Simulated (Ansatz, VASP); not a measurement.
**Two plane-wave programs on TaN**

POSCAR

```
TaN
1.0
    2.9379988584      0.0000000000      0.0000000000
   -1.4689994292      2.5062159230      0.0000000000
    0.0000000000      0.0000000000      2.8830000000
Ta N
1 1
Direct
    0.3333333333      0.6666666667      0.5000000000
    0.0000000000      0.0000000000      0.0000000000
```

File INCAR.step1:

```
  PREC = Accurate
  ENCUT = 520
  ISMEAR = 0
  SIGMA = 0.15
  LREAL = F
  LASPH = T
  NELM = 100
  NBANDS = 15
  GGA = PE
  ALGO = Normal
  EDIFF = 1E-4
  LWAVE = T
  LCHARG = F
```

Contents of INCAR.step2:

```
  PREC = Accurate
  ENCUT = 520
  EDIFF = 1E-7
  ISMEAR = 0
  SIGMA = 0.15
  LREAL = F
  LASPH = T
  NELM = 100
  ALGO = Normal
  ISIF = 2
  LWAVE = F
  LCHARG = F
  METAGGA = R2SCAN
  LMIXTAU = T
  NBANDS = 15
  ISTART = 1
```

Contents of KPOINTS:

```
Automatic mesh
0
Gamma
  18 18 16
```

Input for Ansatz:

```yaml
crystal:
  lattice:
    - [2.9379988584, 0.0, 0.0]
    - [-1.4689994292, 2.506215923, 0.0]
    - [0.0, 0.0, 2.883]
  atoms:
    - { symbol: Ta, position: [0.3333333333, 0.6666666667, 0.5] }
    - { symbol: "N", position: [0.0, 0.0, 0.0] }
basis:
  ecutwfc: 500
kpoints:
  mp_grid: { grid: [18, 18, 16] }
hamiltonian:
  xc: r2scan
scf:
  occupations: { method: gaussian, width: 0.15 }
output:
  forces: true
  stress: true
  eigenvalues: true
```

Change from the starting cell: strain -0.0150 x Voigt [0, 1, 0, 0, 0, 0], atoms carried along.

Alike in both runs: task single point; functional r2SCAN; k mesh 18 × 18 × 16; occupations gaussian, width 0.15 eV; no spin polarisation.

|  | VASP | Ansatz |
| --- | --- | --- |
| version | VASP 6.6.1 | Ansatz 0.2.0 |
| potentials or method | VASP PAW PBE potentials, release 64 (Ta_pv, N), cutoff 520 eV | scalar-relativistic, plane waves, PAW |
| valence electrons in the cell | 16 | 18 |

```tsv
	VASP	Ansatz	Ansatz less VASP
gap on the k mesh at the Fermi level (eV)	none	none	-
pressure (GPa)	6.9	5.2	-1.72
traceless stress, the component that is largest in VASP (GPa)	4.88	4.96	+0.084
rms of the force components (eV/Å)	0.017	0.016	-0.0010
```

VASP's potentials were made for PBE, not for r2SCAN. Atom by atom the forces differ by 0.001 eV/Å (rms over components). A gap of «none» marks a metal or a gap that the smearing closes. VASP's potentials hold 16 valence electrons a cell and Ansatz's 18, so a difference there can come from the potentials and not from the codes.

Spin-orbit coupling is off throughout.
